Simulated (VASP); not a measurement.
Input of a VASP 6.6.1 run:

Contents of INCAR:

```
PREC = Accurate
ENCUT = 500
EDIFF = 1E-6
ISMEAR = 0
SIGMA = 0.05
LREAL = False
LASPH = True
NELM = 200
ALGO = Normal
ISIF = 2
LWAVE = False
LCHARG = False
ISPIN = 2
MAGMOM = 0.05
LORBIT = 11
LMAXMIX = 4
GGA = PE
NBANDS = 16
GGA_COMPAT = False
```

The input KPOINTS:

```
Automatic mesh
0
Gamma
  10 10 10
```

Contents of POSCAR:

```
V
1.0
   -1.4995816875      1.4995816875      1.4995816875
    1.4995816875     -1.4995816875      1.4995816875
    1.4995816875      1.4995816875     -1.4995816875
V
1
Direct
    0.0000000000      0.0000000000      0.0000000000
```

Potentials or basis: VASP PAW PBE potentials, release 64 (V_sv).

Run with:

```sh
$ cat potpaw_PBE.64/V_sv/POTCAR > POTCAR
$ mpirun -np 1 vasp_std > vasp.out
```

(1) What does it give for the net moment?

(2) Estimate the pressure.

Results:

(1) 0.00 μB per cell.

(2) 0.8 GPa.
